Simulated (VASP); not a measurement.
Input of a VASP 6.6.1 run:

POSCAR

```
WC
1.0
    1.5427726732      0.8907202182      2.5198015081
   -1.5427726732      0.8907202182      2.5198015081
    0.0000000000     -1.7814404364      2.5198015081
W C
1 1
Direct
    0.0000000000      0.0000000000      0.0000000000
    0.5000000000      0.5000000000      0.5000000000
```

INCAR.step1

```
SYSTEM = WC
PREC = Accurate
ENCUT = 520
ISMEAR = 0
SIGMA = 0.1
LREAL = .FALSE.
LASPH = .TRUE.
NELM = 80
NBANDS = 16
GGA = PE
ALGO = Normal
EDIFF = 1E-4
LWAVE = .TRUE.
LCHARG = .FALSE.
```

Contents of INCAR.step2:

```
SYSTEM = WC
PREC = Accurate
ENCUT = 520
EDIFF = 1E-6
ISMEAR = 0
SIGMA = 0.1
LREAL = .FALSE.
LASPH = .TRUE.
NELM = 80
ALGO = Normal
ISIF = 2
LWAVE = .FALSE.
LCHARG = .FALSE.
METAGGA = R2SCAN
LMIXTAU = .TRUE.
NBANDS = 16
ISTART = 1
```

Contents of KPOINTS:

```
regular mesh
0
G
  12 12 12
  0 0 0
```

Potentials or basis: VASP PAW PBE potentials, release 64 (W_sv, C).

The run is started by

```console
$ cat potpaw_PBE.64/W_sv/POTCAR potpaw_PBE.64/C/POTCAR > POTCAR
$ cp INCAR.step1 INCAR
$ mpirun -np 1 vasp_std > vasp.out
$ cp INCAR.step2 INCAR
$ mpirun -np 1 vasp_std > vasp.out
```

Predict the pressure.

1.8 GPa.

What does it give for the band gap on the k mesh?

Zero (band 9 reaches 13.75 eV, above the bottom of band 10 at 10.36 eV).

Caveat: the PAW data sets were made with another functional, which shifts forces and pressure a little; spin-orbit coupling is left out, which moves the levels of the heavy elements.
